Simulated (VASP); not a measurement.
# AlGa3N4 (Cm) in VASP: a series of runs

The runs below take AlGa3N4 through single point, with PBEsol.

All numbers are computed with VASP 6.6.1; they aren't measurements. Logs are shortened: lines on timing, memory, paths and dates and some standing lists are left out, and cuts for length are marked.

### 1 The cell of the first run

It takes space group Cm (No. 8, monoclinic). The conventional cell has a = 6.318 Å, b = 6.318 Å, c = 9.180 Å, α = 90.00°, β = 103.26°, γ = 90.00°. Al (site symmetry m) has 4 N at 1.90 Å within 2.5 Å. Within 2.5 Å of Al (site symmetry m) lie 4 N at 1.90 Å. Within 2.6 Å of Ga (site symmetry 1) lie 4 N at 1.95 to 2.23 Å. Ga (site symmetry 1) has 4 N at 1.95 Å within 2.6 Å. Ga (site symmetry m) has 4 N at 1.95 Å within 2.6 Å. Ga (site symmetry m) has 4 N at 1.95 Å within 2.6 Å. Within 2.5 Å of N (site symmetry 1) lie 1 Al at 1.90 Å and 3 Ga at 1.95 Å. Within 2.5 Å of N (site symmetry 1) lie 1 Al at 1.90 Å and 3 Ga at 1.95 Å.

### 2 Single point, PBEsol (the part above a cut slid along it)

Contents of INCAR:

```
PREC = Accurate
ENCUT = 520
EDIFF = 1E-6
ISMEAR = 0
SIGMA = 0.05
LREAL = Auto
LASPH = T
NELM = 60
ALGO = Normal
ISIF = 2
LWAVE = F
LCHARG = T
GGA = PS
LELF = T
LVHAR = T
NBANDS = 76
```

Contents of KPOINTS:

```
regular mesh
0
Gamma
  6 6 3
```

Contents of POSCAR:

```
AlGa3N4
1.0
    0.0000000000     -4.4676279353      0.0000000000
    0.0000000000      0.0000000000     -4.4676279353
    8.9352558707     -1.4890603908     -1.4890603908
Al Ga N
2 6 8
Direct
    0.7287771250      0.7287771250      0.8137500000
    0.8954271250      0.8954271250      0.3137500000
    0.4787521250      0.9787521250      0.0637500000
    0.3121021250      0.8121021250      0.5637500000
    0.9787521250      0.4787521250      0.0637500000
    0.8121021250      0.3121021250      0.5637500000
    0.2287771250      0.2287771250      0.8137500000
    0.3954271250      0.3954271250      0.3137500000
    0.1812203017      0.6912821425      0.1912654602
    0.0145703017      0.5246321425      0.6912654602
    0.6912821425      0.1812203017      0.1912654602
    0.5246321425      0.0145703017      0.6912654602
   -0.0670778925     -0.0670778925      0.9362345398
    0.0995721075      0.0995721075      0.4362345398
    0.4429839483      0.4429839483      0.9362345398
    0.6096339483      0.6096339483      0.4362345398
```

Potentials or basis: VASP PAW PBE potentials, release 64 (Al, Ga_d, N).

Command:

```sh
$ cat potpaw_PBE.64/Al/POTCAR potpaw_PBE.64/Ga_d/POTCAR potpaw_PBE.64/N/POTCAR > POTCAR
$ mpirun -np 1 vasp_std > vasp.out
```

OUTCAR:

```text
PREC = Accurate
   ENCUT = 520
   EDIFF = 1E-6
   ISMEAR = 0
   LREAL = Auto
   LASPH = T
   NELM = 60
   ISIF = 2
   GGA = PS

 ion  position               nearest neighbor table
   1  0.729  0.729  0.814-  15 1.90  12 1.90  10 1.90  13 1.90   3 2.79   5 2.79
   2  0.895  0.895  0.314-  16 1.90  11 1.90   9 1.90  14 1.90
   3  0.479  0.979  0.064-  11 1.95   9 1.95  13 2.20  15 2.23   1 2.79   7 2.79
   4  0.312  0.812  0.564-  12 1.95  14 1.95  16 1.95  10 1.95
   5  0.979  0.479  0.064-   9 1.95  11 1.95  13 2.20  15 2.23   1 2.79   7 2.79
   6  0.812  0.312  0.564-  10 1.95  14 1.95  16 1.95  12 1.95
   7  0.229  0.229  0.814-  13 1.95  12 1.95  10 1.95  15 1.95   3 2.79   5 2.79
   8  0.395  0.395  0.314-  14 1.95  11 1.95   9 1.95  16 1.95
   9  0.181  0.691  0.191-   2 1.90   5 1.95   8 1.95   3 1.95
  10  0.015  0.525  0.691-   1 1.90   6 1.95   7 1.95   4 1.95
  11  0.691  0.181  0.191-   2 1.90   3 1.95   8 1.95   5 1.95
  12  0.525  0.015  0.691-   1 1.90   4 1.95   7 1.95   6 1.95
  13  0.933  0.933  0.936-   1 1.90   7 1.95   5 2.20   3 2.20
  14  0.100  0.100  0.436-   2 1.90   8 1.95   6 1.95   4 1.95
  15  0.443  0.443  0.936-   1 1.90   7 1.95   5 2.23   3 2.23
  16  0.610  0.610  0.436-   2 1.90   4 1.95   6 1.95   8 1.95

  LATTYP: Found a base centered monoclinic cell.
 ALAT       =     6.3181800177
 B/A-ratio  =     1.0000000000
 C/A-ratio  =     1.4529586677
 COS(beta)  =    -0.2293939996

  Lattice vectors:

 A1 = (   0.0000000000,   4.4676279353,   0.0000000000)
 A2 = (   0.0000000000,   0.0000000000,   4.4676279353)
 A3 = (   8.9352558707,  -1.4890603908,  -1.4890603908)

Analysis of symmetry for initial positions (statically):
=====================================================================
 Subroutine PRICEL returns:
 Original cell was already a primitive cell.

 Routine SETGRP: Setting up the symmetry group for a
 base centered monoclinic supercell.

 Subroutine GETGRP returns: Found  2 space group operations
 (whereof  2 operations were pure point group operations)
 out of a pool of  4 trial point group operations.

The static configuration has the point symmetry C_1h.

Analysis of symmetry for dynamics (positions and initial velocities):
=====================================================================
 Subroutine PRICEL returns:
 Original cell was already a primitive cell.

 Routine SETGRP: Setting up the symmetry group for a
 base centered monoclinic supercell.

 Subroutine GETGRP returns: Found  2 space group operations
 (whereof  2 operations were pure point group operations)
 out of a pool of  4 trial point group operations.

The dynamic configuration has the point symmetry C_1h.

 Subroutine INISYM returns: Found  2 space group operations
 (whereof  2 operations are pure point group operations),
 and found     1 'primitive' translations

----------------------------------------------------------------------------------------

                                     Primitive cell

  volume of cell :     178.3450

  direct lattice vectors                    reciprocal lattice vectors
     0.000000000 -4.467627935  0.000000000    -0.037301674 -0.223832426  0.000000000
     0.000000000  0.000000000 -4.467627935    -0.037301674  0.000000000 -0.223832426
     8.935255871 -1.489060391 -1.489060391     0.111916213  0.000000000  0.000000000

  length of vectors
     4.467627935  4.467627935  9.180054421     0.226919303  0.226919303  0.111916213

  position of ions in fractional coordinates (direct lattice)
     0.728777125  0.728777125  0.813750000
     0.895427125  0.895427125  0.313750000
     0.478752125  0.978752125  0.063750000
     0.312102125  0.812102125  0.563750000
     0.978752125  0.478752125  0.063750000
     0.812102125  0.312102125  0.563750000
[... 8 lines left out ...]
     0.442983948  0.442983948  0.936234540
     0.609633948  0.609633948  0.436234540

  ion indices of the primitive-cell ions
   primitive index   ion index
                 1           1
                 2           2
                 3           3
                 4           4
                 5           5
                 6           6
[... 8 lines left out ...]
                15          15
                16          16

----------------------------------------------------------------------------------------

 KPOINTS: regular mesh

Automatic generation of k-mesh.
 Grid dimensions read from file:
 generate k-points for:    6    6    3

 Generating k-lattice:

  Cartesian coordinates                     Fractional coordinates (reciprocal lattice)
    -0.006216946 -0.037305404  0.000000000     0.166666667  0.000000000  0.000000000
    -0.006216946  0.000000000 -0.037305404     0.000000000  0.166666667  0.000000000
     0.037305404  0.000000000  0.000000000     0.000000000  0.000000000  0.333333333

  Length of vectors
     0.037819884  0.037819884  0.037305404

  Shift w.r.t. Gamma in fractional coordinates (k-lattice)
     0.000000000  0.000000000  0.000000000

 Subroutine IBZKPT returns following result:
 ===========================================

 Found     34 irreducible k-points:

 Following reciprocal coordinates:
            Coordinates               Weight
  0.000000  0.000000  0.000000      1.000000
  0.166667  0.000000  0.000000      4.000000
  0.333333  0.000000 -0.000000      4.000000
  0.500000  0.000000 -0.000000      2.000000
  0.166667  0.166667  0.000000      2.000000
  0.333333  0.166667 -0.000000      4.000000
[... 16 lines left out ...]
 -0.333333  0.166667  0.333333      4.000000
 -0.166667  0.166667  0.333333      4.000000
 [... further k-points ...]
   k-points           NKPTS =     34   k-points in BZ     NKDIM =     34   number of bands    NBANDS=     76
   number of dos      NEDOS =    301   number of ions     NIONS =     16
   total plane-waves  NPLWV =  90720
   dimension x,y,z NGX =    36 NGY =   36 NGZ =   70
   dimension x,y,z NGXF=    72 NGYF=   72 NGZF=  140
   ions per type =               2   6   8
   NGX,Y,Z   is equivalent  to a cutoff of  13.40, 13.40, 12.68 a.u.
   NGXF,Y,Z  is equivalent  to a cutoff of  26.79, 26.79, 25.35 a.u.
 SYSTEM =  unknown system
   PREC   = accura    normal or accurate (medium, high low for compatibility)
   ISTART =      0    job   : 0-new  1-cont  2-samecut
   ICHARG =      2    charge: 1-file 2-atom 10-const
   ISPIN  =      1    spin polarized calculation?
   LNONCOLLINEAR =      F non collinear calculations
   LSORBIT =      F    spin-orbit coupling
   LASPH  =      T    aspherical Exc in radial PAW
   ENCUT  =  520.0 eV  38.22 Ry    6.18 a.u.   8.31  8.31 17.07*2*pi/ulx,y,z
   NELM   =     60;   NELMIN=  2; NELMDL= -5     # of ELM steps
   EDIFF  = 0.1E-05   stopping-criterion for ELM
   LREAL  =      T    real-space projection
   EDIFFG = 0.1E-04   stopping-criterion for IOM
   NSW    =      0    number of steps for IOM
   IBRION =     -1    ionic relax: 0-MD 1-quasi-New 2-CG
   NFREE  =      0    steps in history (QN), initial steepest desc. (CG)
   ISIF   =      2    stress and relaxation
   ISYM   =      2    0-nonsym 1-usesym 2-fastsym
   POTIM  = 0.5000    time-step for ionic-motion
   TEBEG  =    0.0;   TEEND  =   0.0 temperature during run
   PSTRESS=    0.0 pullay stress
   NELECT =     124.0000    total number of electrons
   NUPDOWN=      -1.0000    fix difference up-down
   EMIN   =  10.00;   EMAX   =-10.00  energy-range for DOS
   EFERMI =   0.00;   METHOD = LEGACY
   ISMEAR =     0;   SIGMA  =   0.05  broadening in eV -4-tet -1-fermi 0-gaus
   EFERMI_NEDOS =   21; number of points for ismear=-14 and -15
   IALGO  =     38    algorithm
   IMIX   =      4    mixing-type and parameters
     AMIX     =   0.40;   BMIX     =  1.00
     AMIX_MAG =   1.60;   BMIX_MAG =  1.00
  volume/ion in A,a.u.               =      11.15        75.22
  Fermi-wavevector in a.u.,A,eV,Ry     =   1.450313  2.740694 28.618599  2.103408
  Thomas-Fermi vector in A             =   2.567939
   LORBIT       =      0    0 simple, 1 ext, 2 COOP (PROOUT), +10 PAW based schemes
   GGA     = PS    functional components
   LHFCALC =     F    Hartree Fock is set to
   AEXX    =    0.0000 exact exchange contribution
   IVDW    =     0    specifies the selected vdW correction
   LEPSILON=     F    determine dielectric tensor
   LRPA    =     F    only Hartree local field effects (RPA)
 non-spin polarized calculation
 Gauss-broadening in eV      SIGMA  =   0.05
  energy-cutoff  :      520.00
  volume of cell :      178.35
 maximum number of plane-waves:      4833
 NGX is ok and might be reduce to    36
   NGX = 17   NGY = 17   NGZ = 35

 number of electron     124.0000056 magnetization

 Free energy of the ion-electron system (eV)
  ---------------------------------------------------
  ext. energy  EPLUGINS =         0.00000000
  ---------------------------------------------------
  free energy    TOTEN  =      -105.87445160 eV

  energy without entropy =     -105.87445160  energy(sigma->0) =     -105.87445160

 E-fermi :   6.0583     XC(G=0): -11.7944

 val. band max:        5.8241110695   @ k =   0.5000   0.5000   0.3333
 cond. band min:       6.6932302795   @ k =   0.0000   0.0000   0.0000
 fundamental gap:      0.8691192100
 Fermi energy:         6.0583054498

 k-point     1 :       0.0000    0.0000    0.0000
  band No.  band energies     occupation
      1     -10.3638      2.00000
      2      -9.6147      2.00000
      3      -9.4055      2.00000
      4      -9.3685      2.00000
      5      -9.0758      2.00000
      6      -8.9950      2.00000
[... 66 lines left out ...]
     73      12.8723      0.00000
     74      13.2675      0.00000

 k-point     2 :       0.1667    0.0000    0.0000
  band No.  band energies     occupation
      1     -10.2540      2.00000
      2      -9.5811      2.00000
      3      -9.4211      2.00000
      4      -9.3264      2.00000
      5      -9.0954      2.00000
      6      -9.0133      2.00000
[... 1686 lines left out ...]
 k-point    24 :      -0.1667    0.1667    0.3333
  band No.  band energies     occupation
      1     -10.0928      2.00000
      2      -9.6992      2.00000
      3      -9.4549      2.00000
      4      -9.2224      2.00000
      5      -9.1037      2.00000
      6      -9.0418      2.00000
[... 66 lines left out ...]
     73      12.9801      0.00000
     74      13.3169      0.00000

 [... further k-points ...]

 [bands above 74 left out]

------------------------ aborting loop because EDIFF is reached ----------------------------------------

  FORCE on cell =-STRESS in cart. coord.  units (eV):
  Direction    XX          YY          ZZ          XY          YZ          ZX
  --------------------------------------------------------------------------------------
  -------------------------------------------------------------------------------------
  Total        5.0005785     -5.5330131     -5.5330131     -7.7725879     -6.7095179     -7.7725869
  in kB       44.9231133    -49.7062836    -49.7062836    -69.8256898    -60.2755124    -69.8256808
  external PRESSURE =     -18.1631513 kB  Pullay stress =       0.0000000 kB

 VOLUME and BASIS-vectors are now :
 -----------------------------------------------------------------------------
  energy-cutoff  :      520.00
  volume of cell :      178.35
      direct lattice vectors                 reciprocal lattice vectors
     0.000000000 -4.467627935  0.000000000    -0.037301674 -0.223832426  0.000000000
     0.000000000  0.000000000 -4.467627935    -0.037301674  0.000000000 -0.223832426
     8.935255871 -1.489060391 -1.489060391     0.111916213  0.000000000  0.000000000

 POSITION                                       TOTAL-FORCE (eV/Angst)
 -----------------------------------------------------------------------------------
      7.27106     -4.46763     -4.46763        -0.676768      0.037048      0.037048
      2.80344     -4.46763     -4.46763         0.324018     -0.091274     -0.091274
      0.56962     -2.23381     -4.46763        -0.561612     -1.578011     -1.472151
      5.03725     -2.23381     -4.46763         0.183504     -0.044782     -0.013103
      0.56962     -4.46763     -2.23381        -0.561612     -1.472151     -1.578011
      5.03725     -4.46763     -2.23381         0.183504     -0.013103     -0.044782
[... 8 lines left out ...]
      8.36550     -3.37320     -3.37320         0.781330      1.755038      1.755038
      3.89787     -3.37320     -3.37320        -0.152592     -0.029566     -0.029566
 -----------------------------------------------------------------------------------
    total drift:                                0.002366      0.009778      0.009778

  FREE ENERGIE OF THE ION-ELECTRON SYSTEM (eV)
  ---------------------------------------------------
  free  energy   TOTEN  =      -105.8744515995 eV

  energy  without entropy=     -105.8744515995  energy(sigma->0) =     -105.87445160
```

Run time: 19 min. Hardware: 1 thread of Oxide Virtual Turin-like, shared host; peak memory 0.42 GiB.

Results:

* Free energy: -105.8745 eV
* Pressure: -1.8 GPa
* Largest force: 3.113 eV/Å
* Band gap on the k mesh: 0.87 eV (least direct gap 0.98 eV)

Forces in eV/Å, atoms in the order of the input:
```
Al  -0.677  0.037  0.037
Al   0.324 -0.091 -0.091
Ga  -0.562 -1.578 -1.472
Ga   0.184 -0.045 -0.013
Ga  -0.562 -1.472 -1.578
Ga   0.184 -0.013 -0.045
Ga  -0.878 -0.003 -0.003
Ga   0.261 -0.107 -0.107
N    0.636 -0.413 -0.529
N   -0.282  0.166  0.182
N    0.636 -0.529 -0.413
N   -0.282  0.182  0.166
N    0.538  2.168  2.168
N   -0.149 -0.027 -0.027
N    0.781  1.755  1.755
N   -0.153 -0.030 -0.030
```

Stress tensor (GPa, compression positive):
```
 4.49 -6.98 -6.98
-6.98 -4.97 -6.03
-6.98 -6.03 -4.97
```

Levels at points of the mesh, in eV from the valence-band top:
```
           k point  band 60  band 61  band 62  band 63  band 64  band 65
(0.00, 0.00, 0.00)    -0.82    -0.22    -0.11     0.87     1.53     2.51
(0.50, 0.00, 0.00)    -0.97    -0.88    -0.69     3.25     3.28     4.64
(0.50, 0.50, 0.00)    -0.85    -0.75     0.00     3.28     3.78     3.99
```

Caveat: the cell differs from its parent crystal (the part above a cut slid along it); the stress differs along the axes, from -5 to 4 GPa; the PAW data sets were made with another functional, which shifts forces and pressure a little.

[end of part 1 of 2]
